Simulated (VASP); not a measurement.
Here is a VASP 6.6.1 calculation.

The input INCAR:

```
SYSTEM = BePd
  ALGO = Normal
  EDIFF = 1E-7
  ENCUT = 520
  ISIF = 2
  ISMEAR = -1
  LASPH = .True.
  LCHARG = .True.
  LELF = .True.
  LREAL = .False.
  LVHAR = .True.
  LWAVE = .False.
  NBANDS = 13
  NELM = 80
  PREC = Accurate
  SIGMA = 0.08
```

Contents of KPOINTS:

```
k-points
0
Gamma
  12 12 12
  0 0 0
```

File POSCAR:

```
BePd
1.0
    2.8223455836      0.0000000000      0.0000000000
    0.0000000000      2.8223455836      0.0000000000
    0.0000000000      0.0000000000      2.8223455836
Be Pd
1 1
Direct
    0.0000000000      0.0000000000      0.0000000000
    0.5000000000      0.5000000000      0.5000000000
```

Potentials or basis: VASP PAW LDA potentials, release 64 (Be, Pd).

Run with:

```bash
$ cat potpaw_LDA.64/Be/POTCAR potpaw_LDA.64/Pd/POTCAR > POTCAR
$ mpirun -np 1 vasp_std > vasp.out
```

Problem. Predict the band gap on the k mesh.

Solution. Zero (band 6 reaches 14.30 eV, above the bottom of band 7 at 8.27 eV).

Problem. Predict the pressure.

Solution. -9.0 GPa.
